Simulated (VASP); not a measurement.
Here is a VASP 6.6.1 calculation.

Contents of INCAR:

```
SYSTEM = MgSe
PREC     = Accurate       ! precision mode
ENCUT    = 600            ! plane-wave cutoff, eV
EDIFF    = 1E-6           ! SCF threshold, eV
ISMEAR   = 0              ! smearing method
SIGMA    = 0.01           ! smearing width, eV
LREAL    = .False.        ! projectors in reciprocal space
LASPH    = .True.         ! aspherical terms in the spheres
NELM     = 120            ! most SCF steps
ALGO     = Normal         ! electronic algorithm
ISIF     = 2              ! what is computed and relaxed
LWAVE    = .False.        ! write WAVECAR
LCHARG   = .False.        ! write CHGCAR
GGA      = PE             ! functional
NBANDS   = 11             ! bands
GGA_COMPAT= .False.
```

File KPOINTS:

```
regular mesh
0
Gamma
  4 4 4
  0 0 0
```

POSCAR

```
MgSe
1.0
    0.0000000000      2.6815439885      2.6815439885
    2.6815439885      0.0000000000      2.6815439885
    2.6815439885      2.6815439885      0.0000000000
Mg Se
1 1
Direct
    0.0000000000      0.0000000000      0.0000000000
    0.5000000000      0.5000000000      0.5000000000
```

Potentials or basis: VASP PAW PBE potentials, release 64 (Mg, Se).

Launch:

```console
$ cat potpaw_PBE.64/Mg/POTCAR potpaw_PBE.64/Se/POTCAR > POTCAR
$ mpirun -np 1 vasp_std > vasp.out
```

Problem. Estimate the band gap on the k mesh.

Solution. 1.85 eV, indirect (least direct gap 2.93 eV).

Problem. Estimate the pressure.

Solution. 6.1 GPa.

Caveat: the k points lie up to 0.51 Å⁻¹ apart; the cell differs from its parent crystal (strain -2.0%). A k mesh can miss the band edges.
